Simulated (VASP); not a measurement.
Here is a VASP 6.6.1 calculation.

INCAR

```
SYSTEM = Ta2GaN3
  PREC = Accurate
  ENCUT = 600
  EDIFF = 1E-7
  ISMEAR = 0
  SIGMA = 0.1
  LREAL = .False.
  LASPH = .True.
  NELM = 80
  ALGO = Normal
  ISIF = 3
  LWAVE = .False.
  LCHARG = .False.
  GGA = PE
  IBRION = 2
  NSW = 90
  EDIFFG = -0.04
```

The input KPOINTS:

```
Automatic mesh
0
Gamma
  6 6 6
  0 0 0
```

The input POSCAR:

```
Ta2GaN3
1.0
    5.5421539800      0.0000000000      0.0000000000
   -2.7710769900      4.7996461400      0.0000000000
    0.0000000000      0.0000000000      3.0515386600
Ta Ga N
2 1 3
Direct
    0.3333333300      0.6666666700      0.0000000000
    0.6666666700      0.3333333300      0.0000000000
    0.0000000000      0.0000000000      0.0000000000
    0.5000000000      0.0000000000      0.5000000000
    0.5000000000      0.5000000000      0.5000000000
    0.0000000000      0.5000000000      0.5000000000
```

Potentials or basis: VASP PAW PBE potentials, release 64 (Ta_pv, Ga_d, N).

Run with:

```sh
$ cat potpaw_PBE.64/Ta_pv/POTCAR potpaw_PBE.64/Ga_d/POTCAR potpaw_PBE.64/N/POTCAR > POTCAR
$ mpirun -np 1 vasp_std > vasp.out
```

(1) Estimate the relaxed cell.

(2) What does it give for the space group after relaxing (to 0.1 Å)?

## Answers

(1) a = 5.518 Å, b = 5.518 Å, c = 2.831 Å, α = 90.00°, β = 90.00°, γ = 120.00°.

(2) P6/mmm (No. 191).
